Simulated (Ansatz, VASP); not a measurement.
**One calculation of Ag2Ir, two programs**

```xyz
3
Lattice="1.3900 0.8025 7.3484 -1.3900 0.8025 7.3484 0.0000 -1.6050 7.3484" Properties=species:S:1:pos:R:3 pbc="T T T"
Ag    0.0000    0.0000   17.1254
Ag    0.0000    0.0000    4.9197
Ir    0.0000    0.0000    0.0000
```

Alike in both runs: functional PBE; k mesh 6 × 6 × 6; occupations gaussian, width 0.1 eV; no spin polarisation.

Ansatz relaxed the structure, and its values are those at the end. VASP's run is a single point on that final structure, the one shown.

|  | VASP | Ansatz |
| --- | --- | --- |
| version | VASP 6.6.1 | Ansatz 0.2.0 |
| potentials or method | VASP PAW PBE potentials, release 64 (Ag, Ir), cutoff 520 eV | scalar-relativistic, plane waves, PAW |
| valence electrons in the cell | 31 | 55 |

```csv
,VASP,Ansatz,Ansatz less VASP
gap on the k mesh at the Fermi level (eV),none,none,-
pressure (GPa),0.0,0.1,+0.11
```

A gap of «none» marks a metal or a gap that the smearing closes. VASP's potentials hold 31 valence electrons a cell and Ansatz's 55, so a difference there can come from the potentials and not from the codes.

The k mesh is coarse, so the values compare programs but aren't converged. Neither program's run includes spin-orbit coupling.
